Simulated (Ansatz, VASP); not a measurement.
**Sb in VASP and in Ansatz**

```
Sb
1.0
     3.05095    0.00000    0.00000
     0.00000    3.05095    0.00000
     0.00000    0.00000    3.05095
Sb
1
Direct
  0.00000 0.00000 0.00000
```

Alike in both runs: task single point; functional PBE; k mesh 10 × 10 × 10; occupations gaussian, width 0.05 eV; no spin polarisation.

|  | VASP | Ansatz |
| --- | --- | --- |
| version | VASP 6.6.1 | Ansatz 0.2.0 |
| potentials or method | VASP PAW PBE potentials, release 64 (Sb), cutoff 520 eV | scalar-relativistic, plane waves, PAW |
| valence electrons in the cell | 5 | 15 |

Ansatz gave:

- gap on the k mesh at the Fermi level (eV): none
- pressure (GPa): 3.3

What did VASP give for the same quantities?

gap on the k mesh at the Fermi level (eV): none; pressure (GPa): 3.4.

A gap of «none» marks a metal or a gap that the smearing closes. With one functional, cell and mesh, what is left measures potentials, basis and numerics. VASP's potentials hold 5 valence electrons a cell and Ansatz's 15, so a difference there can come from the potentials and not from the codes.

Spin-orbit coupling is off throughout.
